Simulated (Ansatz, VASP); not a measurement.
One calculation of V, two programs

```
V
1.0
     4.82704    0.00000    0.00000
     0.00000    4.82704    0.00000
     0.00000    0.00000    4.82704
V
8
Cartesian
  2.4135 2.4135 2.4135
  0.0000 0.0000 0.0000
  1.2068 0.0000 2.4135
  2.4135 1.2068 0.0000
  2.4135 3.6203 0.0000
  3.6203 0.0000 2.4135
  0.0000 2.4135 3.6203
  0.0000 2.4135 1.2068
```

Alike in both runs: task single point; functional PBEsol; k mesh 4 × 4 × 4; occupations gaussian, width 0.1 eV; collinear spin.

|  | VASP | Ansatz |
| --- | --- | --- |
| version | VASP 6.6.1 | Ansatz 0.2.0 |
| potentials or method | VASP PAW PBE potentials, release 64 (V_sv), cutoff 520 eV | scalar-relativistic, plane waves, PAW |
| valence electrons in the cell | 104 | 104 |

```tsv
	VASP	Ansatz	Ansatz less VASP
gap on the k mesh at the Fermi level (eV)	none	none	-
pressure (GPa)	-10.2	-10.4	-0.21
net moment per atom (μB)	0.00	0.00	0.000
```

VASP's potentials were made for PBE, not for PBEsol. A gap of «none» marks a metal or a gap that the smearing closes. Ansatz's warnings: seeded moment not kept.
